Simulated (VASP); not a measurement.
# C: relaxation of cell and atoms with r2SCAN

C:

```
C
1.0
     0.00000    1.78350    1.78350
     1.78350    0.00000    1.78350
     1.78350    1.78350    0.00000
C
2
Direct
  0.00000 0.00000 0.00000
  0.25000 0.25000 0.25000
```

```json
{"Program": "VASP 6.6.1", "Task": "relaxation of cell and atoms", "Functional": "r2SCAN", "Potentials or basis": "VASP PAW PBE potentials, release 64 (C)", "Cutoff": "600 eV", "k mesh": "10 × 10 × 10", "Occupations": "gaussian, width 0.01 eV", "Spin": "no spin polarisation", "Dipole correction": "no", "Further INCAR settings": "ALGO = Normal; EDIFF = 1e-06; IBRION = 2; EDIFFG = -0.002; NSW = 80; ISIF = 3"}
```

```json
{"Relaxed volume": "5.65 Å³/atom", "Relaxed cell": "a = 2.518 Å, b = 2.518 Å, c = 2.518 Å, α = 60.00°, β = 60.00°, γ = 60.00°", "Space group after relaxing (to 0.05 Å)": "Fd-3m (No. 227)", "Energy gained by relaxing": "0.2 meV/atom", "Ionic steps": "3", "Pressure after relaxing": "0.0 GPa", "Band gap on the k mesh": "4.38 eV, indirect (least direct gap 5.85 eV)"}
```

The path:
```tsv
step	energy change (eV)	largest force (eV/Å)	pressure (GPa)	volume (Å³)
1	0.0000	0.0000	-2.19	11.35
2	0.0002	0.0000	2.86	11.22
3	-0.0004	0.0000	-0.03	11.29
```

Final structure:
```xyz
2
Lattice="0.0000 1.7806 1.7806 1.7806 0.0000 1.7806 1.7806 1.7806 0.0000" Properties=species:S:1:pos:R:3 pbc="T T T"
C     0.0000    0.0000    0.0000
C     0.8903    0.8903    0.8903
```

Levels at points of the mesh, in eV from the valence-band top:
```csv
k point,band 1,band 2,band 3,band 4,band 5,band 6,band 7,band 8
"(0.00, 0.00, 0.00)",-22.76,0.00,0.00,0.00,5.85,5.85,5.85,13.93
"(0.50, 0.00, 0.00)",-16.79,-14.10,-2.99,-2.99,8.90,8.90,9.19,16.74
"(0.50, 0.50, 0.00)",-13.62,-13.62,-6.69,-6.69,5.01,5.01,17.95,17.95
```

Wall time 36 s on 1 thread of Intel(R) Xeon(R) Platinum 8259CL CPU @ 2.50GHz (Skylake/Cascade Lake), on a shared host, peak memory 0.12 GiB.

Caveat: the PAW data sets were made with another functional, which shifts forces and pressure a little. r2SCAN opens gaps a little over a GGA but as a rule still falls short of measured ones.
